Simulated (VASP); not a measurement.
A run of VASP 6.6.1 is set up as follows.

The input POSCAR:

```
TiAu
1.0
    2.5827015116      0.0000000000      0.0000000000
    0.0000000000      2.5827015116      0.0000000000
    0.0000000000      0.0000000000      2.5827015116
Ti Au
1 1
Direct
    0.5000000000      0.5000000000      0.5000000000
    0.0000000000      0.0000000000      0.0000000000
```

Contents of INCAR.step1:

```
  PREC = Accurate
  ENCUT = 520
  ISMEAR = -1
  SIGMA = 0.05
  LREAL = F
  LASPH = T
  NELM = 100
  NBANDS = 18
  GGA = PE
  ALGO = Normal
  EDIFF = 1E-4
  LWAVE = T
  LCHARG = F
```

INCAR.step2

```
  PREC = Accurate
  ENCUT = 520
  EDIFF = 1E-8
  ISMEAR = -1
  SIGMA = 0.05
  LREAL = F
  LASPH = T
  NELM = 100
  ALGO = Normal
  ISIF = 2
  LWAVE = F
  LCHARG = F
  METAGGA = R2SCAN
  LMIXTAU = T
  LEFG = T
  NBANDS = 18
  ISTART = 1
```

File KPOINTS:

```
regular mesh
0
Gamma
  11 11 11
```

Potentials or basis: VASP PAW PBE potentials, release 64 (Ti_sv, Au).

The run is started by

```sh
$ cat potpaw_PBE.64/Ti_sv/POTCAR potpaw_PBE.64/Au/POTCAR > POTCAR
$ cp INCAR.step1 INCAR
$ mpirun -np 1 vasp_std > vasp.out
$ cp INCAR.step2 INCAR
$ mpirun -np 1 vasp_std > vasp.out
```

Task: Estimate the pressure.

Result: 473.8 GPa.

Caveat: without QUAD_EFG the Cq values of the log hold for a quadrupole moment of 1 mb, not for the nuclei; the PAW data sets were made with another functional, which shifts forces and pressure a little.
